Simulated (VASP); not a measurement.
# Al2Cu (I4/mcm) in VASP: notebook

The runs below take Al2Cu through single point, with LDA, PBEsol.

Everything below comes from runs of VASP 6.6.1. Logs are shortened: lines on timing, memory, paths and dates and some standing lists are left out, and cuts for length are marked.

**1. The cell of the first run**

Symmetry: I4/mcm, No. 140, tetragonal system. Conventional cell: a = 5.958 Å, b = 5.958 Å, c = 4.747 Å, α = 90.00°, β = 90.00°, γ = 90.00°. Within 3.3 Å of Al (site symmetry m2m) lie 4 Cu at 2.54 Å and 11 Al at 2.68 to 3.17 Å. Within 3.1 Å of Cu (site symmetry 422) lie 2 Cu at 2.37 Å and 8 Al at 2.54 Å.

**2. Single point, LDA**

INCAR

```
  ALGO = Normal
  EDIFF = 1E-7
  ENCUT = 520
  GGA = CA
  ISIF = 2
  ISMEAR = -1
  LASPH = T
  LCHARG = F
  LREAL = F
  LWAVE = F
  NBANDS = 26
  NELM = 60
  PREC = Accurate
  SIGMA = 0.1
```

KPOINTS

```
k-points
0
Gamma
  8 8 8
```

POSCAR

```
Al2Cu
1.0
   -2.9789859540      2.9789859540      2.3734895572
    2.9789859540     -2.9789859540      2.3734895572
    2.9789859540      2.9789859540     -2.3734895572
Al Cu
4 2
Direct
    0.6587801406      0.1587801406      0.8175602812
    0.1587801406      0.3412198594      0.5000000000
    0.3412198594      0.8412198594      0.1824397188
    0.8412198594      0.6587801406      0.5000000000
    0.2500000000      0.2500000000      0.0000000000
    0.7500000000      0.7500000000      0.0000000000
```

Potentials or basis: VASP PAW LDA potentials, release 64 (Al, Cu).

Run with:

```
cat potpaw_LDA.64/Al/POTCAR potpaw_LDA.64/Cu/POTCAR > POTCAR
mpirun -np 1 vasp_std > vasp.out
```

OUTCAR:

```text
EDIFF = 1E-7
   ENCUT = 520
   GGA = CA
   ISIF = 2
   ISMEAR = -1
   LASPH = T
   LREAL = F
   NELM = 60
   PREC = Accurate

 ion  position               nearest neighbor table
   1  0.659  0.159  0.818-   5 2.54   6 2.54   5 2.54   6 2.54   3 2.68   3 2.83   3 2.83   4 3.04
                             2 3.04   2 3.04   4 3.04   4 3.17   2 3.17   2 3.17   4 3.17
   2  0.159  0.341  0.500-   6 2.54   5 2.54   5 2.54   6 2.54   4 2.68   4 2.83   4 2.83   3 3.04
                             1 3.04   1 3.04   3 3.04   1 3.17   3 3.17   1 3.17   3 3.17
   3  0.341  0.841  0.182-   5 2.54   6 2.54   5 2.54   6 2.54   1 2.68   1 2.83   1 2.83   2 3.04
                             4 3.04   4 3.04   2 3.04   2 3.17   4 3.17   4 3.17   2 3.17
   4  0.841  0.659  0.500-   5 2.54   6 2.54   6 2.54   5 2.54   2 2.68   2 2.83   2 2.83   1 3.04
                             1 3.04   3 3.04   3 3.04   1 3.17   3 3.17   3 3.17   1 3.17
   5  0.250  0.250  0.000-   6 2.37   6 2.37   2 2.54   3 2.54   4 2.54   2 2.54   4 2.54   1 2.54
                             1 2.54   3 2.54
   6  0.750  0.750  0.000-   5 2.37   5 2.37   3 2.54   4 2.54   2 2.54   4 2.54   2 2.54   1 2.54
                             3 2.54   1 2.54

  LATTYP: Found a body centered tetragonal cell.
 ALAT       =     5.9579719080
 C/A-ratio  =     0.7967441250

  Lattice vectors:

 A1 = (  -2.9789859540,   2.9789859540,   2.3734895572)
 A2 = (   2.9789859540,  -2.9789859540,   2.3734895572)
 A3 = (   2.9789859540,   2.9789859540,  -2.3734895572)

Analysis of symmetry for initial positions (statically):
=====================================================================
 Subroutine PRICEL returns:
 Original cell was already a primitive cell.

 Routine SETGRP: Setting up the symmetry group for a
 body centered tetragonal supercell.

 Subroutine GETGRP returns: Found 16 space group operations
 (whereof  8 operations were pure point group operations)
 out of a pool of 16 trial point group operations.

The static configuration has the point symmetry C_4h.
 The point group associated with its full space group is D_4h.

Analysis of symmetry for dynamics (positions and initial velocities):
=====================================================================
 Subroutine PRICEL returns:
 Original cell was already a primitive cell.

 Routine SETGRP: Setting up the symmetry group for a
 body centered tetragonal supercell.

 Subroutine GETGRP returns: Found 16 space group operations
 (whereof  8 operations were pure point group operations)
 out of a pool of 16 trial point group operations.

The dynamic configuration has the point symmetry C_4h.
 The point group associated with its full space group is D_4h.

 Subroutine INISYM returns: Found 16 space group operations
 (whereof  8 operations are pure point group operations),
 and found     1 'primitive' translations

----------------------------------------------------------------------------------------

                                     Primitive cell

  volume of cell :      84.2528

  direct lattice vectors                    reciprocal lattice vectors
    -2.978985954  2.978985954  2.373489557     0.000000000  0.167842349  0.210660291
     2.978985954 -2.978985954  2.373489557     0.167842349  0.000000000  0.210660291
     2.978985954  2.978985954 -2.373489557     0.167842349  0.167842349  0.000000000

  length of vectors
     4.835511070  4.835511070  4.835511070     0.269348867  0.269348867  0.237364926

  position of ions in fractional coordinates (direct lattice)
     0.658780141  0.158780141  0.817560281
     0.158780141  0.341219859  0.500000000
     0.341219859  0.841219859  0.182439719
     0.841219859  0.658780141  0.500000000
     0.250000000  0.250000000  0.000000000
     0.750000000  0.750000000  0.000000000

  ion indices of the primitive-cell ions
   primitive index   ion index
                 1           1
                 2           2
                 3           3
                 4           4
                 5           5
                 6           6

----------------------------------------------------------------------------------------

 KPOINTS: k-points

Automatic generation of k-mesh.
 Grid dimensions read from file:
 generate k-points for:    8    8    8

 Generating k-lattice:

  Cartesian coordinates                     Fractional coordinates (reciprocal lattice)
     0.000000000  0.020980294  0.026332536     0.125000000  0.000000000  0.000000000
     0.020980294  0.000000000  0.026332536     0.000000000  0.125000000  0.000000000
     0.020980294  0.020980294  0.000000000     0.000000000  0.000000000  0.125000000

  Length of vectors
     0.033668608  0.033668608  0.029670616

  Shift w.r.t. Gamma in fractional coordinates (k-lattice)
     0.000000000  0.000000000  0.000000000

 Subroutine IBZKPT returns following result:
 ===========================================

 Found     59 irreducible k-points:

 Following reciprocal coordinates:
            Coordinates               Weight
  0.000000  0.000000  0.000000      1.000000
  0.125000 -0.000000  0.000000      8.000000
  0.250000 -0.000000  0.000000      8.000000
  0.375000 -0.000000  0.000000      8.000000
  0.500000 -0.000000  0.000000      4.000000
  0.125000  0.125000  0.000000      8.000000
[... 16 lines left out ...]
  0.250000  0.125000  0.125000     16.000000
  0.375000  0.125000  0.125000      8.000000
 [... further k-points ...]
   k-points           NKPTS =     59   k-points in BZ     NKDIM =     59   number of bands    NBANDS=     26
   number of dos      NEDOS =    301   number of ions     NIONS =      6
   total plane-waves  NPLWV =  46656
   dimension x,y,z NGX =    36 NGY =   36 NGZ =   36
   dimension x,y,z NGXF=    72 NGYF=   72 NGZF=   72
   ions per type =               4   2
   NGX,Y,Z   is equivalent  to a cutoff of  12.38, 12.38, 12.38 a.u.
   NGXF,Y,Z  is equivalent  to a cutoff of  24.75, 24.75, 24.75 a.u.
 SYSTEM =  unknown system
   PREC   = accura    normal or accurate (medium, high low for compatibility)
   ISTART =      0    job   : 0-new  1-cont  2-samecut
   ICHARG =      2    charge: 1-file 2-atom 10-const
   ISPIN  =      1    spin polarized calculation?
   LNONCOLLINEAR =      F non collinear calculations
   LSORBIT =      F    spin-orbit coupling
   LASPH  =      T    aspherical Exc in radial PAW
   ENCUT  =  520.0 eV  38.22 Ry    6.18 a.u.   8.99  8.99  8.99*2*pi/ulx,y,z
   NELM   =     60;   NELMIN=  2; NELMDL= -5     # of ELM steps
   EDIFF  = 0.1E-06   stopping-criterion for ELM
   LREAL  =      F    real-space projection
   EDIFFG = 0.1E-05   stopping-criterion for IOM
   NSW    =      0    number of steps for IOM
   IBRION =     -1    ionic relax: 0-MD 1-quasi-New 2-CG
   NFREE  =      0    steps in history (QN), initial steepest desc. (CG)
   ISIF   =      2    stress and relaxation
   ISYM   =      2    0-nonsym 1-usesym 2-fastsym
   POTIM  = 0.5000    time-step for ionic-motion
   TEBEG  =    0.0;   TEEND  =   0.0 temperature during run
   PSTRESS=    0.0 pullay stress
   NELECT =      34.0000    total number of electrons
   NUPDOWN=      -1.0000    fix difference up-down
   EMIN   =  10.00;   EMAX   =-10.00  energy-range for DOS
   EFERMI =   0.00;   METHOD = LEGACY
   ISMEAR =    -1;   SIGMA  =   0.10  broadening in eV -4-tet -1-fermi 0-gaus
   EFERMI_NEDOS =   21; number of points for ismear=-14 and -15
   IALGO  =     38    algorithm
   IMIX   =      4    mixing-type and parameters
     AMIX     =   0.40;   BMIX     =  1.00
     AMIX_MAG =   1.60;   BMIX_MAG =  1.00
  volume/ion in A,a.u.               =      14.04        94.76
  Fermi-wavevector in a.u.,A,eV,Ry     =   1.209780  2.286153 19.913046  1.463568
  Thomas-Fermi vector in A             =   2.345347
   LORBIT       =      0    0 simple, 1 ext, 2 COOP (PROOUT), +10 PAW based schemes
   GGA     = CA    functional components
   LHFCALC =     F    Hartree Fock is set to
   AEXX    =    0.0000 exact exchange contribution
   IVDW    =     0    specifies the selected vdW correction
   LEPSILON=     F    determine dielectric tensor
   LRPA    =     F    only Hartree local field effects (RPA)
 non-spin polarized calculation
  energy-cutoff  :      520.00
  volume of cell :       84.25
 maximum number of plane-waves:      2292
   NGX = 17   NGY = 17   NGZ = 17

 number of electron      34.0000036 magnetization

 Free energy of the ion-electron system (eV)
  ---------------------------------------------------
  ext. energy  EPLUGINS =         0.00000000
  ---------------------------------------------------
  free energy    TOTEN  =       -27.29897924 eV

  energy without entropy =      -27.23280732  energy(sigma->0) =      -27.26589328

 E-fermi :   8.4376     XC(G=0): -11.3137

 val. band max:        8.4202809995   @ k =  -0.3750   0.5000   0.2500
 cond. band min:       8.4401928730   @ k =  -0.2500   0.2500   0.2500
 fundamental gap:      0.0199118735
 Fermi energy:         8.4375898836

 k-point     1 :       0.0000    0.0000    0.0000
  band No.  band energies     occupation
      1      -2.7140      2.00000
      2       2.7826      2.00000
      3       2.9390      2.00000
      4       2.9726      2.00000
      5       2.9726      2.00000
      6       3.9283      2.00000
[... 18 lines left out ...]
     25      13.7646      0.00000
     26      14.4137      0.00000

 k-point     2 :       0.1250   -0.0000    0.0000
  band No.  band energies     occupation
      1      -2.5433      2.00000
      2       2.7747      2.00000
      3       2.9379      2.00000
      4       2.9700      2.00000
      5       2.9855      2.00000
      6       3.9015      2.00000
[... 18 lines left out ...]
     25      13.9562      0.00000
     26      14.6978      0.00000

 k-point     3 :       0.2500   -0.0000    0.0000
  band No.  band energies     occupation
      1      -2.0344      2.00000
      2       2.5367      2.00000
      3       2.7674      2.00000
      4       2.9574      2.00000
      5       3.1069      2.00000
      6       3.8004      2.00000
[... 572 lines left out ...]
 k-point    23 :       0.2500    0.1250    0.1250
  band No.  band energies     occupation
      1      -0.9442      2.00000
      2       1.5082      2.00000
      3       1.8597      2.00000
      4       2.2880      2.00000
      5       3.5494      2.00000
      6       3.6669      2.00000
[... 18 lines left out ...]
     25      14.5154      0.00000
     26      15.4045      0.00000

 k-point    24 :       0.3750    0.1250    0.1250
  band No.  band energies     occupation
      1       0.1811      2.00000
      2       0.1811      2.00000
      3       1.9615      2.00000
      4       1.9615      2.00000
      5       3.7650      2.00000
      6       3.7650      2.00000
[... 18 lines left out ...]
     25      14.8530      0.00000
     26      14.8530      0.00000

 [... further k-points ...]
[... 5 lines left out ...]
  --------------------------------------------------------------------------------------
  -------------------------------------------------------------------------------------
  Total        0.1330789      0.1330789      0.1523877      0.0000000     -0.0000000      0.0000000
  in kB        2.5306695      2.5306695      2.8978518      0.0000000     -0.0000000      0.0000000
  external PRESSURE =       2.6530636 kB  Pullay stress =       0.0000000 kB

 VOLUME and BASIS-vectors are now :
 -----------------------------------------------------------------------------
  energy-cutoff  :      520.00
  volume of cell :       84.25
      direct lattice vectors                 reciprocal lattice vectors
    -2.978985954  2.978985954  2.373489557     0.000000000  0.167842349  0.210660291
     2.978985954 -2.978985954  2.373489557     0.167842349  0.000000000  0.210660291
     2.978985954  2.978985954 -2.373489557     0.167842349  0.167842349  0.000000000

 POSITION                                       TOTAL-FORCE (eV/Angst)
 -----------------------------------------------------------------------------------
      0.94601      3.92499     -0.00000        -0.001429     -0.001429      0.000000
      2.03298      0.94601      0.00000         0.001429     -0.001429      0.000000
      2.03298     -0.94601      2.37349         0.001429      0.001429     -0.000000
      0.94601      2.03298      2.37349        -0.001429      0.001429      0.000000
      0.00000      0.00000      1.18674        -0.000000     -0.000000     -0.000000
      0.00000      0.00000      3.56023         0.000000     -0.000000     -0.000000
 -----------------------------------------------------------------------------------
    total drift:                                0.000000     -0.000000      0.000000

  FREE ENERGIE OF THE ION-ELECTRON SYSTEM (eV)
  ---------------------------------------------------
  free  energy   TOTEN  =       -27.2989792417 eV

  energy  without entropy=      -27.2328073224  energy(sigma->0) =      -27.26589328
```

Wall time 3 min (1 thread of Intel Xeon Platinum 8259CL at 2.50GHz (Skylake/Cascade Lake), shared host); peak memory 0.23 GiB.

What came out:

```
Free energy            : -27.2990 eV
Pressure               : 0.3 GPa
Band gap on the k mesh : zero (bands 17 and 18 overlap by 4.49 eV)
```

Forces on the atoms (eV/Å):
```
Al  -0.001 -0.001  0.000
Al   0.001 -0.001  0.000
Al   0.001  0.001  0.000
Al  -0.001  0.001  0.000
Cu   0.000  0.000  0.000
Cu   0.000  0.000  0.000
```

Levels at points of the mesh, in eV from the Fermi level:
```tsv
k point	band 15	band 16	band 17	band 18	band 19	band 20
(0.00, 0.00, 0.00)	-1.39	-1.25	-1.25	-0.88	-0.19	0.05
(0.50, 0.00, 0.00)	-2.73	-2.73	0.20	0.20	4.13	4.13
(0.50, 0.50, 0.00)	-1.61	-1.39	-0.89	-0.64	0.78	1.24
(0.50, 0.50, 0.50)	-3.41	-1.87	2.68	2.99	2.99	3.42
```

(Continued in part 2 of 2.)
